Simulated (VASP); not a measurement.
# N in VASP: a series of runs

N is run at these levels: PBE+D3(BJ); tasks: single point.

Everything below comes from runs of VASP 6.6.1. Logs are shortened: lines on timing, memory, paths and dates and some standing lists are left out, and cuts for length are marked.

**1. The cell of the first run**

The cell holds an amorphous packing of atoms, 24 atoms: a = 8.862 Å, b = 8.862 Å, c = 8.862 Å, α = 90.00°, β = 90.00°, γ = 90.00°.

**2. Single point, PBE+D3(BJ)**

The input, INCAR:

```
SYSTEM = N
ALGO     = Normal         ! electronic algorithm
EDIFF    = 1E-6           ! SCF threshold, eV
ENCUT    = 520            ! plane-wave cutoff, eV
GGA      = PE             ! functional
ISIF     = 2              ! what is computed and relaxed
ISMEAR   = -1             ! smearing method
IVDW     = 12             ! dispersion correction
LASPH    = .TRUE.         ! aspherical terms in the spheres
LCHARG   = .FALSE.        ! write CHGCAR
LREAL    = Auto         
LWAVE    = .FALSE.        ! write WAVECAR
NBANDS   = 78             ! bands
NELM     = 100            ! most SCF steps
PREC     = Accurate       ! precision mode
SIGMA    = 0.05           ! smearing width, eV
```

The input, KPOINTS:

```
k-points
0
G
  1 1 1
  0 0 0
```

The input, POSCAR:

```
N
1.0
    8.8620950000      0.0000000000      0.0000000000
    0.0000000000      8.8620950000      0.0000000000
    0.0000000000      0.0000000000      8.8620950000
N
24
Direct
    0.7974658133      0.5915199081      0.3989286750
    0.8740604556      0.6258356825      0.3070663082
    0.6583216599      0.8854897132      0.6375895736
    0.7192119600      0.8352291319      0.7336431087
    0.2916621949      0.2526381313      0.8444860199
    0.2993088695      0.2353590495      0.7214616715
    0.5887967297      0.2084988312      0.0739795428
    0.7096340698      0.2372420408      0.0833557783
    0.0044502582      0.0629438229      0.5458456301
   -0.0182223999      0.1594250369      0.4707595080
    0.2360759352      0.6328243569      0.7594552881
    0.3447660453      0.6614952769      0.7061236922
    0.2342223071      0.4380736416      0.2343230705
    0.1986238960      0.3209391919      0.2123598500
    0.2138271770      0.8045161732      0.3710660605
    0.2438351111      0.8789382961      0.2759916947
    0.5874839216      0.8116606516      0.1084143031
    0.5222125369      0.7183290375      0.0585122539
    0.5451606097      0.2686057852      0.4419693585
    0.6306047831      0.2532861080      0.5311078433
    0.9266388930      0.4070358932      0.7669701713
    0.8272012893      0.4665184509      0.8120401687
    0.0915007005      0.9366059135      0.9340218805
   -0.0129176169      1.0033724751      0.9441941485
```

Potentials or basis: VASP PAW PBE potentials, release 64 (N).

Started as:

```sh
cat potpaw_PBE.64/N/POTCAR > POTCAR
mpirun -np 1 vasp_gam > vasp.out
```

OUTCAR:

```text
SYSTEM = N
   EDIFF = 1E-6
   ENCUT = 520
   GGA = PE
   ISIF = 2
   ISMEAR = -1
   IVDW = 12
   LASPH = .TRUE.
   LREAL = Auto
   NELM = 100
   PREC = Accurate
 IVDW          = 12

 ion  position               nearest neighbor table
   1  0.797  0.592  0.399-   2 1.10
   2  0.874  0.626  0.307-   1 1.10
   3  0.658  0.885  0.638-   4 1.10
   4  0.719  0.835  0.734-   3 1.10
   5  0.292  0.253  0.844-   6 1.10
   6  0.299  0.235  0.721-   5 1.10
[... 16 lines left out ...]
  23  0.092  0.937  0.934-  24 1.10
  24  0.987  0.003  0.944-  23 1.10

  LATTYP: Found a simple cubic cell.
 ALAT       =     8.8620950000

  Lattice vectors:

 A1 = (   8.8620950000,   0.0000000000,   0.0000000000)
 A2 = (   0.0000000000,   8.8620950000,   0.0000000000)
 A3 = (   0.0000000000,   0.0000000000,   8.8620950000)

Analysis of symmetry for initial positions (statically):
=====================================================================
 Subroutine PRICEL returns:
 Original cell was already a primitive cell.

 Routine SETGRP: Setting up the symmetry group for a
 simple cubic supercell.

 Subroutine GETGRP returns: Found  1 space group operations
 (whereof  1 operations were pure point group operations)
 out of a pool of 48 trial point group operations.

The static configuration has the point symmetry C_1 .

Analysis of symmetry for dynamics (positions and initial velocities):
=====================================================================
 Subroutine PRICEL returns:
 Original cell was already a primitive cell.

 Routine SETGRP: Setting up the symmetry group for a
 simple cubic supercell.

 Subroutine GETGRP returns: Found  1 space group operations
 (whereof  1 operations were pure point group operations)
 out of a pool of 48 trial point group operations.

The dynamic configuration has the point symmetry C_1 .

 Subroutine INISYM returns: Found  1 space group operations
 (whereof  1 operations are pure point group operations),
 and found     1 'primitive' translations

----------------------------------------------------------------------------------------

                                     Primitive cell

  volume of cell :     695.9999

[... 109 lines left out ...]
   LREAL  =      T    real-space projection
   EDIFFG = 0.1E-04   stopping-criterion for IOM
   NSW    =      0    number of steps for IOM
   IBRION =     -1    ionic relax: 0-MD 1-quasi-New 2-CG
   NFREE  =      0    steps in history (QN), initial steepest desc. (CG)
   ISIF   =      2    stress and relaxation
   ISYM   =      2    0-nonsym 1-usesym 2-fastsym
   POTIM  = 0.5000    time-step for ionic-motion
   TEBEG  =    0.0;   TEEND  =   0.0 temperature during run
   PSTRESS=    0.0 pullay stress
   NELECT =     120.0000    total number of electrons
   NUPDOWN=      -1.0000    fix difference up-down
   EMIN   =  10.00;   EMAX   =-10.00  energy-range for DOS
   EFERMI =   0.00;   METHOD = LEGACY
   ISMEAR =    -1;   SIGMA  =   0.05  broadening in eV -4-tet -1-fermi 0-gaus
   EFERMI_NEDOS =   21; number of points for ismear=-14 and -15
   IALGO  =     38    algorithm
   IMIX   =      4    mixing-type and parameters
     AMIX     =   0.40;   BMIX     =  1.00
     AMIX_MAG =   1.60;   BMIX_MAG =  1.00
  volume/ion in A,a.u.               =      29.00       195.70
  Fermi-wavevector in a.u.,A,eV,Ry     =   0.911169  1.721859 11.295946  0.830229
  Thomas-Fermi vector in A             =   2.035417
   LORBIT       =      0    0 simple, 1 ext, 2 COOP (PROOUT), +10 PAW based schemes
   GGA     = PE    functional components
   LHFCALC =     F    Hartree Fock is set to
   AEXX    =    0.0000 exact exchange contribution
   IVDW    =    12    specifies the selected vdW correction
   LEPSILON=     F    determine dielectric tensor
   LRPA    =     F    only Hartree local field effects (RPA)
 non-spin polarized calculation
  energy-cutoff  :      520.00
  volume of cell :      696.00
 maximum number of plane-waves:      9403
 NGX is ok and might be reduce to    70
   NGX = 33   NGY = 33   NGZ = 33

 number of electron     120.0000004 magnetization

 Free energy of the ion-electron system (eV)
  ---------------------------------------------------
  ext. energy  EPLUGINS =         0.00000000
  ---------------------------------------------------
  free energy    TOTEN  =      -199.83177866 eV

  energy without entropy =     -199.83177866  energy(sigma->0) =     -199.83177866

 E-fermi :  -5.9827     XC(G=0):  -5.5422

 val. band max:       -7.2498127972   @ k =   0.0000   0.0000   0.0000
 cond. band min:       0.2792600246   @ k =   0.0000   0.0000   0.0000
 fundamental gap:      7.5290728219
 Fermi energy:        -5.9826980308

 k-point     1 :       0.0000    0.0000    0.0000
  band No.  band energies     occupation
      1     -25.7698      2.00000
      2     -25.7243      2.00000
      3     -25.6976      2.00000
      4     -25.6952      2.00000
      5     -25.6819      2.00000
      6     -25.6802      2.00000
[... 64 lines left out ...]
     71       0.6440      0.00000
     72       0.6713      0.00000
 [bands above 72 left out]

------------------------ aborting loop because EDIFF is reached ----------------------------------------

 Edisp (eV)   -0.94955

 E8    (eV) :    -0.2199

  FORCE on cell =-STRESS in cart. coord.  units (eV):
  Direction    XX          YY          ZZ          XY          YZ          ZX
  --------------------------------------------------------------------------------------
  -------------------------------------------------------------------------------------
  Total       7.32470     5.04355     6.52787     0.15744    -1.44378    -0.37207
  in kB      16.86130    11.61015    15.02701     0.36243    -3.32355    -0.85649
  external pressure =       14.50 kB  Pullay stress =        0.00 kB

 VOLUME and BASIS-vectors are now :
 -----------------------------------------------------------------------------
  energy-cutoff  :      520.00
  volume of cell :      696.00
      direct lattice vectors                 reciprocal lattice vectors
     8.862095000  0.000000000  0.000000000     0.112840135  0.000000000  0.000000000
     0.000000000  8.862095000  0.000000000     0.000000000  0.112840135  0.000000000
     0.000000000  0.000000000  8.862095000     0.000000000  0.000000000  0.112840135

 POSITION                                       TOTAL-FORCE (eV/Angst)
 -----------------------------------------------------------------------------------
      7.06722      5.24211      3.53534        -0.993598     -0.455320      1.209851
      7.74601      5.54622      2.72125         1.008732      0.445307     -1.212241
      5.83411      7.84729      5.65038        -0.857356      0.707088     -1.360394
      6.37372      7.40188      6.50161         0.854695     -0.704170      1.346289
      2.58474      2.23890      7.48392        -0.100969      0.231413      1.536901
      2.65250      2.08577      6.39366         0.090531     -0.233043     -1.531477
[... 16 lines left out ...]
      0.81089      8.30029      8.27739         1.441944     -0.920997     -0.137432
      8.74762      0.02989      8.36754        -1.450345      0.917983      0.146680
 -----------------------------------------------------------------------------------
    total drift:                               -0.002668     -0.003153     -0.001696

  FREE ENERGIE OF THE ION-ELECTRON SYSTEM (eV)
  ---------------------------------------------------
  free  energy   TOTEN  =      -200.7813303375 eV

  energy  without entropy=     -200.7813303374  energy(sigma->0) =     -200.78133034
```

OSZICAR:

```text
N       E                     dE             d eps       ncg     rms          rms(c)
DAV:   1     0.114078777702E+04    0.11408E+04   -0.59603E+04   164   0.135E+03
DAV:   2    -0.578759244692E+02   -0.11987E+04   -0.11732E+04   210   0.316E+02
DAV:   3    -0.206297704881E+03   -0.14842E+03   -0.14748E+03   176   0.121E+02
DAV:   4    -0.210048462071E+03   -0.37508E+01   -0.37234E+01   192   0.221E+01
DAV:   5    -0.210197455414E+03   -0.14899E+00   -0.14897E+00   234   0.356E+00    0.277E+01
DAV:   6    -0.201801405057E+03    0.83961E+01   -0.12591E+01   172   0.118E+01    0.159E+01
DAV:   7    -0.199894801032E+03    0.19066E+01   -0.89242E+00   200   0.100E+01    0.425E+00
DAV:   8    -0.199836297017E+03    0.58504E-01   -0.83843E-01   200   0.326E+00    0.747E-01
DAV:   9    -0.199832660914E+03    0.36361E-02   -0.33264E-02   200   0.634E-01    0.314E-01
DAV:  10    -0.199832110421E+03    0.55049E-03   -0.26667E-03   200   0.240E-01    0.118E-01
DAV:  11    -0.199831926727E+03    0.18369E-03   -0.34940E-04   224   0.881E-02    0.303E-02
DAV:  12    -0.199831842099E+03    0.84628E-04   -0.87458E-05   200   0.549E-02    0.244E-02
DAV:  13    -0.199831785928E+03    0.56171E-04   -0.31136E-05   216   0.502E-02    0.111E-02
DAV:  14    -0.199831781976E+03    0.39518E-05   -0.33080E-05   200   0.280E-02    0.754E-03
DAV:  15    -0.199831780224E+03    0.17526E-05   -0.43936E-06   200   0.120E-02    0.519E-03
DAV:  16    -0.199831778972E+03    0.12519E-05   -0.11334E-06   144   0.605E-03    0.194E-03
DAV:  17    -0.199831778665E+03    0.30718E-06   -0.49493E-07   144   0.342E-03
   1 F= -.20078133E+03 E0= -.20078133E+03  d E =-.503324E-10
```

Wall time 62 s (1 thread of Intel Xeon 6975P-C (Granite Rapids), shared host); peak memory 0.63 GiB.

Results:

```
Free energy                : -200.7813 eV
Pressure                   : 1.4 GPa
Largest force              : 1.759 eV/Å
Band gap on the k mesh     : 7.53 eV
Dispersion energy per atom : -0.040 eV
```

Forces on the atoms (eV/Å):
```
N   -0.994 -0.455  1.210
N    1.009  0.445 -1.212
N   -0.857  0.707 -1.360
N    0.855 -0.704  1.346
N   -0.101  0.231  1.537
N    0.091 -0.233 -1.531
N   -1.391 -0.356 -0.130
N    1.401  0.354  0.132
N    0.312 -1.343  1.044
N   -0.325  1.353 -1.050
N   -1.419 -0.370  0.689
N    1.417  0.372 -0.691
N    0.496  1.602  0.292
N   -0.491 -1.607 -0.300
N   -0.402 -0.993  1.267
N    0.409  0.992 -1.258
N    0.925  1.311  0.702
N   -0.913 -1.324 -0.707
N   -1.096  0.208 -1.151
N    1.088 -0.197  1.160
N    1.398 -0.836 -0.634
N   -1.403  0.846  0.640
N    1.442 -0.921 -0.137
N   -1.450  0.918  0.147
```

Caveat: the k points lie up to 0.71 Å⁻¹ apart; the standard files for N, O and F lose accuracy on very short bonds.

**3. Single point, PBE+D3(BJ)**

The input, INCAR:

```
SYSTEM = N
PREC = Accurate
ENCUT = 520
EDIFF = 1E-7
ISMEAR = -1
SIGMA = 0.05
LREAL = Auto
LASPH = .True.
NELM = 80
ALGO = Normal
ISIF = 2
LWAVE = .False.
LCHARG = .False.
GGA = PE
IVDW = 12
NBANDS = 78
```

The input, KPOINTS:

```
regular mesh
0
Gamma
  1 1 1
  0 0 0
```

The input, POSCAR:

```
N
1.0
    8.8620950000      0.0000000000      0.0000000000
    0.0000000000      8.8620950000      0.0000000000
    0.0000000000      0.0000000000      8.8620950000
N
24
Direct
    0.8116590942      0.5143591893      0.3328783995
    0.8745674697      0.6168857364      0.3712553296
    0.6398599880      0.9197035238      0.6378514335
    0.6990672070      0.8618729544      0.7314523259
    0.2748560019      0.1887251265      0.8612636177
    0.3251149982      0.2028752795      0.7476674534
    0.5861932195      0.2310063253      0.0892114111
    0.6971489247      0.2871330086      0.1036775164
    0.0058338350      0.1224202629      0.5581750139
   -0.0417508501      0.1960935874      0.4704869447
    0.2204444886      0.5730247757      0.8444955736
    0.2635494203      0.5900523522      0.7291165351
    0.2257818270      0.4375714772      0.2985298623
    0.1665971759      0.3584028382      0.2217195821
    0.2875166651      0.8441909052      0.3895918516
    0.1957212149      0.9122560749      0.3419620304
    0.5643022333      0.8064571639      0.0458130950
    0.5503326245      0.6888326067      0.0892114111
    0.5674166210      0.2529875836      0.4212547936
    0.5831916719      0.2666299560      0.5446116296
    0.9068623164      0.3796957717      0.7654059226
    0.8122458629      0.4508076251      0.8004089327
    0.0317644981      0.9525738553      0.9739683450
   -0.0883538260      0.9550450542      1.0078091016
```

Potentials or basis: VASP PAW PBE potentials, release 64 (N).

Started as:

```sh
cat potpaw_PBE.64/N/POTCAR > POTCAR
mpirun -np 1 vasp_gam > vasp.out
```

It took 64 s on 1 thread of Intel Xeon 6975P-C (Granite Rapids), shared host; peak memory 0.64 GiB.

It converged, with:

| Item | Value |
| --- | --- |
| Free energy | -200.6121 eV |
| Pressure | 1.0 GPa |
| Largest force | 3.141 eV/Å |
| Band gap on the k mesh | 7.30 eV |
| Dispersion energy per atom | -0.040 eV |

Forces in eV/Å, atoms in the order of the input:
```
N    0.428  0.787  0.327
N   -0.409 -0.662 -0.257
N   -0.440  0.402 -0.680
N    0.450 -0.448  0.598
N   -0.278 -0.066  0.736
N    0.219  0.028 -0.675
N   -0.471 -0.238 -0.170
N    0.485  0.161 -0.101
N    0.825 -1.361  1.502
N   -0.838  1.243 -1.558
N   -0.608 -0.202  1.656
N    0.623  0.264 -1.649
N    0.304  0.374  0.349
N   -0.250 -0.369 -0.392
N    1.926 -1.410  0.986
N   -1.884  1.376 -1.012
N   -0.138 -0.652  0.293
N    0.081  0.635 -0.240
N   -0.198 -0.090 -0.431
N    0.186  0.126  0.583
N    2.370 -1.705 -0.777
N   -2.402  1.826  0.871
N    1.026 -0.081 -0.296
N   -1.005  0.064  0.337
```

Stress tensor (GPa, compression positive):
```
 1.25 -0.73 -0.10
-0.73  0.36 -0.27
-0.10 -0.27  1.34
```

Levels at points of the mesh, in eV from the valence-band top:
```
           k point  band 56  band 57  band 58  band 59  band 60  band 61  band 62  band 63  band 64  band 65
(0.00, 0.00, 0.00)    -0.31    -0.28    -0.22    -0.08     0.00     7.30     7.32     7.38     7.39     7.44
```

Caveat: the k points lie up to 0.71 Å⁻¹ apart; the standard files for N, O and F lose accuracy on very short bonds.
